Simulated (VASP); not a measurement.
# Ga4Se3S (P3m1) in VASP: relaxation of cell and atoms with PBE+D3(BJ)

Aim: the relaxation of cell and atoms of Ga4Se3S with PBE+D3(BJ).

Program: VASP 6.6.1. These are calculated values, not measurements. Logs are shortened: lines on timing, memory, paths and dates and some standing lists are left out, and cuts for length are marked.

### Step 1. The cell of the first run

It takes space group P3m1 (No. 156, trigonal). Conventional cell: a = 3.733 Å, b = 3.733 Å, c = 16.352 Å, α = 90.00°, β = 90.00°, γ = 120.00°. Within 3.2 Å of Ga (site symmetry 3m) lie 1 Ga at 2.42 Å and 3 Se at 2.44 Å. Ga (site symmetry 3m) has 1 Ga at 2.42 Å and 3 S at 2.44 Å within 3.2 Å. Within 3.2 Å of Ga (site symmetry 3m) lie 1 Ga at 2.42 Å and 3 Se at 2.44 Å. Within 3.2 Å of Ga (site symmetry 3m) lie 1 Ga at 2.42 Å and 3 Se at 2.44 Å. Within 3.2 Å of S (site symmetry 3m) lie 3 Ga at 2.44 Å. Within 3.2 Å of Se (site symmetry 3m) lie 3 Ga at 2.44 Å. Se (site symmetry 3m) has 3 Ga at 2.44 Å within 3.2 Å. Within 3.2 Å of Se (site symmetry 3m) lie 3 Ga at 2.44 Å.

### Step 2. Relaxation of cell and atoms, PBE+D3(BJ)

INCAR

```
SYSTEM = Ga4Se3S
ALGO     = Normal         ! electronic algorithm
EDIFF    = 1E-7           ! SCF threshold, eV
EDIFFG   = -0.05          ! ionic threshold
ENCUT    = 500            ! plane-wave cutoff, eV
GGA      = PE             ! functional
GGA_COMPAT= .FALSE.      
IBRION   = 2              ! ionic algorithm
ISIF     = 3              ! what is computed and relaxed
ISMEAR   = 0              ! smearing method
IVDW     = 12             ! dispersion correction
LASPH    = .TRUE.         ! aspherical terms in the spheres
LCHARG   = .FALSE.        ! write CHGCAR
LREAL    = .FALSE.        ! projectors in reciprocal space
LWAVE    = .FALSE.        ! write WAVECAR
NELM     = 120            ! most SCF steps
NELMIN   = 4            
NSW      = 100            ! ionic steps
PREC     = Accurate       ! precision mode
SIGMA    = 0.1            ! smearing width, eV
```

KPOINTS

```
k-points
0
G
  6 6 2
  0 0 0
```

POSCAR

```
Ga4Se3S
1.0
    3.7329364100      0.0000000000      0.0000000000
   -1.8664682100      3.2328177700      0.0000000000
    0.0000000000      0.0000000000     16.3519756400
Ga S Se
4 1 3
Direct
    0.3333333300      0.6666666700      0.1761417700
    0.6666666700      0.3333333300      0.6761417700
    0.6666666700      0.3333333300      0.8238582300
    0.3333333300      0.6666666700      0.3238582300
    0.3333333300      0.6666666700      0.6061295400
    0.6666666700      0.3333333300      0.1061295400
    0.6666666700      0.3333333300      0.3938704600
    0.3333333300      0.6666666700      0.8938704600
```

Potentials or basis: VASP PAW PBE potentials, release 64 (Ga_d, S, Se).

Launch:

```bash
$ cat potpaw_PBE.64/Ga_d/POTCAR potpaw_PBE.64/S/POTCAR potpaw_PBE.64/Se/POTCAR > POTCAR
$ mpirun -np 1 vasp_std > vasp.out
```

OUTCAR:

```text
SYSTEM = Ga4Se3S
   EDIFF = 1E-7
   EDIFFG = -0.05
   ENCUT = 500
   GGA = PE
   IBRION = 2
   ISIF = 3
   ISMEAR = 0
   IVDW = 12
   LASPH = .TRUE.
   LREAL = .FALSE.
   NELM = 120
   NELMIN = 4
   NSW = 100
   PREC = Accurate
 IVDW          = 12

 ion  position               nearest neighbor table
   1  0.333  0.667  0.176-   4 2.42   6 2.44   6 2.44   6 2.44
   2  0.667  0.333  0.676-   3 2.42   5 2.44   5 2.44   5 2.44
   3  0.667  0.333  0.824-   2 2.42   8 2.44   8 2.44   8 2.44
   4  0.333  0.667  0.324-   1 2.42   7 2.44   7 2.44   7 2.44
   5  0.333  0.667  0.606-   2 2.44   2 2.44   2 2.44
   6  0.667  0.333  0.106-   1 2.44   1 2.44   1 2.44
   7  0.667  0.333  0.394-   4 2.44   4 2.44   4 2.44
   8  0.333  0.667  0.894-   3 2.44   3 2.44   3 2.44

  LATTYP: Found a hexagonal cell.
 ALAT       =     3.7329364100
 C/A-ratio  =     4.3804591999

  Lattice vectors:

 A1 = (   3.7329364100,   0.0000000000,   0.0000000000)
 A2 = (  -1.8664682100,   3.2328177700,   0.0000000000)
 A3 = (   0.0000000000,   0.0000000000,  16.3519756400)

Analysis of symmetry for initial positions (statically):
=====================================================================
 Subroutine PRICEL returns:
 Original cell was already a primitive cell.

 Routine SETGRP: Setting up the symmetry group for a
 hexagonal supercell.

 Subroutine GETGRP returns: Found  6 space group operations
 (whereof  6 operations were pure point group operations)
 out of a pool of 24 trial point group operations.

The static configuration has the point symmetry C_3v.

Analysis of symmetry for dynamics (positions and initial velocities):
=====================================================================
 Subroutine PRICEL returns:
 Original cell was already a primitive cell.

 Routine SETGRP: Setting up the symmetry group for a
 hexagonal supercell.

 Subroutine GETGRP returns: Found  6 space group operations
 (whereof  6 operations were pure point group operations)
 out of a pool of 24 trial point group operations.

The dynamic configuration has the point symmetry C_3v.

 Subroutine INISYM returns: Found  6 space group operations
 (whereof  6 operations are pure point group operations),
 and found     1 'primitive' translations

----------------------------------------------------------------------------------------

                                     Primitive cell

  volume of cell :     197.3341

  direct lattice vectors                    reciprocal lattice vectors
     3.732936410  0.000000000  0.000000000     0.267885624  0.154663837  0.000000000
    -1.866468210  3.232817770  0.000000000     0.000000000  0.309327674  0.000000000
     0.000000000  0.000000000 16.351975640     0.000000000  0.000000000  0.061154690

  length of vectors
     3.732936410  3.732936420 16.351975640     0.309327674  0.309327674  0.061154690

  position of ions in fractional coordinates (direct lattice)
     0.333333330  0.666666670  0.176141770
     0.666666670  0.333333330  0.676141770
     0.666666670  0.333333330  0.823858230
     0.333333330  0.666666670  0.323858230
     0.333333330  0.666666670  0.606129540
     0.666666670  0.333333330  0.106129540
     0.666666670  0.333333330  0.393870460
     0.333333330  0.666666670  0.893870460

  ion indices of the primitive-cell ions
   primitive index   ion index
                 1           1
                 2           2
                 3           3
                 4           4
                 5           5
                 6           6
                 7           7
                 8           8

----------------------------------------------------------------------------------------

 KPOINTS: k-points

Automatic generation of k-mesh.
 Grid dimensions read from file:
 generate k-points for:    6    6    2

 Generating k-lattice:

  Cartesian coordinates                     Fractional coordinates (reciprocal lattice)
     0.044647604  0.025777306  0.000000000     0.166666667  0.000000000  0.000000000
     0.000000000  0.051554612  0.000000000     0.000000000  0.166666667  0.000000000
     0.000000000  0.000000000  0.030577345     0.000000000  0.000000000  0.500000000

  Length of vectors
     0.051554612  0.051554612  0.030577345

  Shift w.r.t. Gamma in fractional coordinates (k-lattice)
     0.000000000  0.000000000  0.000000000

 Subroutine IBZKPT returns following result:
 ===========================================

 Found     14 irreducible k-points:

 Following reciprocal coordinates:
            Coordinates               Weight
  0.000000  0.000000  0.000000      1.000000
  0.166667  0.000000  0.000000      6.000000
  0.333333  0.000000  0.000000      6.000000
  0.500000  0.000000  0.000000      3.000000
  0.166667  0.166667  0.000000      6.000000
  0.333333  0.166667  0.000000     12.000000
  0.333333  0.333333  0.000000      2.000000
  0.000000  0.000000  0.500000      1.000000
  0.166667  0.000000  0.500000      6.000000
  0.333333  0.000000  0.500000      6.000000
  0.500000  0.000000  0.500000      3.000000
  0.166667  0.166667  0.500000      6.000000
  0.333333  0.166667  0.500000     12.000000
  0.333333  0.333333  0.500000      2.000000
   k-points           NKPTS =     14   k-points in BZ     NKDIM =     14   number of bands    NBANDS=     45
   number of dos      NEDOS =    301   number of ions     NIONS =      8
   total plane-waves  NPLWV =  94080
   dimension x,y,z NGX =    28 NGY =   28 NGZ =  120
   dimension x,y,z NGXF=    56 NGYF=   56 NGZF=  240
   ions per type =               4   1   3
   NGX,Y,Z   is equivalent  to a cutoff of  12.47, 12.47, 12.20 a.u.
   NGXF,Y,Z  is equivalent  to a cutoff of  24.94, 24.94, 24.40 a.u.
 SYSTEM =  Ga4Se3S
   PREC   = accura    normal or accurate (medium, high low for compatibility)
   ISTART =      0    job   : 0-new  1-cont  2-samecut
   ICHARG =      2    charge: 1-file 2-atom 10-const
   ISPIN  =      1    spin polarized calculation?
   LNONCOLLINEAR =      F non collinear calculations
   LSORBIT =      F    spin-orbit coupling
   LASPH  =      T    aspherical Exc in radial PAW
   ENCUT  =  500.0 eV  36.75 Ry    6.06 a.u.   6.81  6.81 29.81*2*pi/ulx,y,z
   NELM   =    120;   NELMIN=  4; NELMDL= -5     # of ELM steps
   EDIFF  = 0.1E-06   stopping-criterion for ELM
   LREAL  =      F    real-space projection
   EDIFFG = -.5E-01   stopping-criterion for IOM
   NSW    =    100    number of steps for IOM
   IBRION =      2    ionic relax: 0-MD 1-quasi-New 2-CG
   NFREE  =      1    steps in history (QN), initial steepest desc. (CG)
   ISIF   =      3    stress and relaxation
   ISYM   =      2    0-nonsym 1-usesym 2-fastsym
   POTIM  = 0.5000    time-step for ionic-motion
   TEBEG  =    0.0;   TEEND  =   0.0 temperature during run
   PSTRESS=    0.0 pullay stress
   NELECT =      76.0000    total number of electrons
   NUPDOWN=      -1.0000    fix difference up-down
   EMIN   =  10.00;   EMAX   =-10.00  energy-range for DOS
   EFERMI =   0.00;   METHOD = LEGACY
   ISMEAR =     0;   SIGMA  =   0.10  broadening in eV -4-tet -1-fermi 0-gaus
   EFERMI_NEDOS =   21; number of points for ismear=-14 and -15
   IALGO  =     38    algorithm
   IMIX   =      4    mixing-type and parameters
     AMIX     =   0.40;   BMIX     =  1.00
     AMIX_MAG =   1.60;   BMIX_MAG =  1.00
  volume/ion in A,a.u.               =      24.67       166.46
  Fermi-wavevector in a.u.,A,eV,Ry     =   1.191092  2.250838 19.302591  1.418700
  Thomas-Fermi vector in A             =   2.327162
   LORBIT       =      0    0 simple, 1 ext, 2 COOP (PROOUT), +10 PAW based schemes
   GGA     = PE    functional components
   LHFCALC =     F    Hartree Fock is set to
   AEXX    =    0.0000 exact exchange contribution
   IVDW    =    12    specifies the selected vdW correction
   LEPSILON=     F    determine dielectric tensor
   LRPA    =     F    only Hartree local field effects (RPA)
 conjugate gradient relaxation of ions
 non-spin polarized calculation
 Gauss-broadening in eV      SIGMA  =   0.10
  energy-cutoff  :      500.00
  volume of cell :      197.33
 maximum number of plane-waves:      5046
 NGX is ok and might be reduce to    28
   NGX = 13   NGY = 13   NGZ = 59

--------------------------------------- Ionic step        1  -------------------------------------------

 number of electron      76.0000009 magnetization

 Free energy of the ion-electron system (eV)
  ---------------------------------------------------
  ext. energy  EPLUGINS =         0.00000000
  ---------------------------------------------------
  free energy    TOTEN  =       -30.85823352 eV

  energy without entropy =      -30.85823352  energy(sigma->0) =      -30.85823352

------------------------ aborting loop because EDIFF is reached ----------------------------------------

 Edisp (eV)   -2.20106

 E8    (eV) :    -0.9553

  FORCE on cell =-STRESS in cart. coord.  units (eV):
  Direction    XX          YY          ZZ          XY          YZ          ZX
  --------------------------------------------------------------------------------------
  -------------------------------------------------------------------------------------
  Total       0.25832     0.25832     0.93963    -0.00000     0.00000     0.00000
  in kB       2.09735     2.09735     7.62896    -0.00000     0.00000     0.00000
  external pressure =        3.94 kB  Pullay stress =        0.00 kB
[... 115 lines left out ...]
  FREE ENERGIE OF THE ION-ELECTRON SYSTEM (eV)
  ---------------------------------------------------
  free  energy   TOTEN  =       -33.1384552830 eV

  energy  without entropy=      -33.1384552830  energy(sigma->0) =      -33.13845528

[... ionic steps 4 to 15 ...]

--------------------------------------- Ionic step       16  -------------------------------------------

 number of electron      76.0000019 magnetization

------------------------ aborting loop because EDIFF is reached ----------------------------------------

 Edisp (eV)   -2.28567

 E8    (eV) :    -0.9919
[... 81 lines left out ...]
  energy  without entropy=      -33.1796098599  energy(sigma->0) =      -33.17960986

--------------------------------------- Ionic step       18  -------------------------------------------

 number of electron      76.0000020 magnetization

 Free energy of the ion-electron system (eV)
  ---------------------------------------------------
  ext. energy  EPLUGINS =         0.00000000
  ---------------------------------------------------
  free energy    TOTEN  =       -30.89160623 eV

  energy without entropy =      -30.89160623  energy(sigma->0) =      -30.89160623

 E-fermi :   4.0160     XC(G=0):  -9.3061

 val. band max:        3.5377364219   @ k =   0.0000   0.0000   0.0000
 cond. band min:       4.4819272177   @ k =   0.0000   0.0000   0.0000
 fundamental gap:      0.9441907957
 Fermi energy:         4.0159506362

 k-point     1 :       0.0000    0.0000    0.0000
  band No.  band energies     occupation
      1     -11.7206      2.00000
      2     -11.6241      2.00000
      3     -11.6241      2.00000
      4     -11.5484      2.00000
      5     -11.5484      2.00000
      6     -11.5095      2.00000
[... 700 lines left out ...]
  FREE ENERGIE OF THE ION-ELECTRON SYSTEM (eV)
  ---------------------------------------------------
  free  energy   TOTEN  =       -33.1800266859 eV

  energy  without entropy=      -33.1800266859  energy(sigma->0) =      -33.18002669

 reached required accuracy - stopping structural energy minimisation
```

Run time: 43 min. Hardware: 1 thread of Oxide Virtual Turin-like, shared host; peak memory 0.34 GiB.

What came out:

| Property | Result |
| --- | --- |
| Free energy | -33.1800 eV |
| Relaxed volume | 23.80 Å³/atom |
| Relaxed cell | a = 3.731 Å, b = 3.731 Å, c = 15.797 Å, α = 90.00°, β = 90.00°, γ = 120.00° |
| Space group after relaxing (to 0.1 Å) | P3m1 (No. 156) |
| Energy gained by relaxing | 15.1 meV/atom |
| Ionic steps | 18 |
| Pressure after relaxing | 0.0 GPa |
| Largest force after relaxing | 0.040 eV/Å |
| Band gap on the k mesh | 0.94 eV |
| Dispersion energy per atom | -0.286 eV |

Forces on the atoms (eV/Å):
```
Ga   0.000  0.000  0.029
Ga   0.000  0.000  0.001
Ga   0.000  0.000 -0.014
Ga   0.000  0.000 -0.001
S    0.000  0.000 -0.040
Se   0.000  0.000  0.030
Se   0.000  0.000 -0.017
Se   0.000  0.000  0.012
```

Step by step:
| step | energy change (eV) | largest force (eV/Å) | pressure (GPa) | volume (Å³) |
| --- | --- | --- | --- | --- |
| 1 | 0.0000 | 1.1040 | 0.39 | 197.33 |
| 2 | -0.0777 | 0.2352 | -0.39 | 199.07 |
| 3 | -0.0792 | 0.2582 | -0.50 | 199.35 |
| 4 | -0.0897 | 0.2101 | 0.01 | 197.27 |
| 5 | -0.0900 | 0.2332 | 0.15 | 196.82 |
| 6 | -0.0961 | 0.1633 | 0.00 | 196.50 |
| 7 | -0.0977 | 0.3193 | -0.11 | 196.24 |
| 8 | -0.1030 | 0.2145 | -0.08 | 195.67 |
| 9 | -0.1073 | 0.2291 | 0.01 | 193.97 |
| 10 | -0.1079 | 0.1610 | -0.01 | 194.39 |
| 11 | -0.1106 | 0.1430 | -0.03 | 194.02 |
| 12 | -0.1142 | 0.2234 | -0.06 | 192.90 |
| 13 | -0.1162 | 0.1782 | -0.09 | 192.51 |
| 14 | -0.1192 | 0.0793 | -0.14 | 191.36 |
| 15 | -0.1192 | 0.0870 | -0.13 | 191.19 |
| 16 | -0.1202 | 0.0660 | 0.00 | 190.63 |
| 17 | -0.1203 | 0.0696 | 0.07 | 190.36 |
| 18 | -0.1207 | 0.0399 | -0.01 | 190.41 |

Final structure:
```
CELL_PARAMETERS angstrom
3.73077 0.00000 0.00000
-1.86538 3.23094 0.00000
0.00000 0.00000 15.79676
ATOMIC_POSITIONS crystal
Ga 0.33333 0.66667 0.17312
Ga 0.66667 0.33333 0.66935
Ga 0.66667 0.33333 0.82410
Ga 0.33333 0.66667 0.32802
S 0.33333 0.66667 0.60475
Se 0.66667 0.33333 0.09707
Se 0.66667 0.33333 0.40396
Se 0.33333 0.66667 0.89961
```

Caveat: the relaxation stopped at a loose force limit of 0.05 eV/Å, so its end isn't a converged minimum. A k mesh can miss the band edges.
